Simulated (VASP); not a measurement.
The system is SrTi.

```
Sr Ti
1.0
     3.35082    0.00000    0.00000
     0.00000    3.35082    0.00000
     0.00000    0.00000    4.39197
Sr Ti
1 1
Direct
  0.50000 0.50000 0.50000
  0.00000 0.00000 0.00000
```

| Quantity | Value |
| --- | --- |
| Program | VASP 6.6.1 |
| Task | relaxation of cell and atoms |
| Functional | PBE |
| Potentials or basis | VASP PAW PBE potentials, release 64 (Sr_sv, Ti_sv) |
| Cutoff | 600 eV |
| k mesh | 6 × 6 × 4 |
| Occupations | gaussian, width 0.1 eV |
| Spin | no spin polarisation |

At the start: pressure 7.5 GPa; volume 24.66 Å³/atom.

Question: Where does the relaxation end?

Answer: Over 8 steps the energy falls by 123.6 meV/atom and the volume is 29.49 Å³/atom (+19.6 %); space group P4/mmm (No. 123, to 0.1 Å) before and after.

Step by step:
```
step  energy change (eV)  largest force (eV/Å)  pressure (GPa)  volume (Å³)
   1              0.0000                0.0000            7.46        49.31
   2             -0.2108                0.0000            0.69        57.96
   3             -0.2147                0.0000           -0.25        59.76
   4             -0.2148                0.0000           -0.15        59.54
   5             -0.2228                0.0000           -0.15        59.49
   6             -0.2407                0.0000           -0.17        59.27
   7             -0.2399                0.0000           -0.08        58.51
   8             -0.2472                0.0000           -0.16        58.98
```

Final structure:
```cif
data_structure
_symmetry_space_group_name_H-M 'P 1'
_symmetry_Int_Tables_number 1
_cell_length_a 3.3945
_cell_length_b 3.3945
_cell_length_c 5.1182
_cell_angle_alpha 90.000
_cell_angle_beta 90.000
_cell_angle_gamma 90.000
_cell_volume 58.98
loop_
_atom_site_label
_atom_site_type_symbol
_atom_site_fract_x
_atom_site_fract_y
_atom_site_fract_z
_atom_site_occupancy
Sr1 Sr 0.50000 0.50000 0.50000 1
Ti1 Ti 0.00000 0.00000 0.00000 1
```

Caveat: the volume moved by over 15 % at a fixed basis, so the end points are rough.
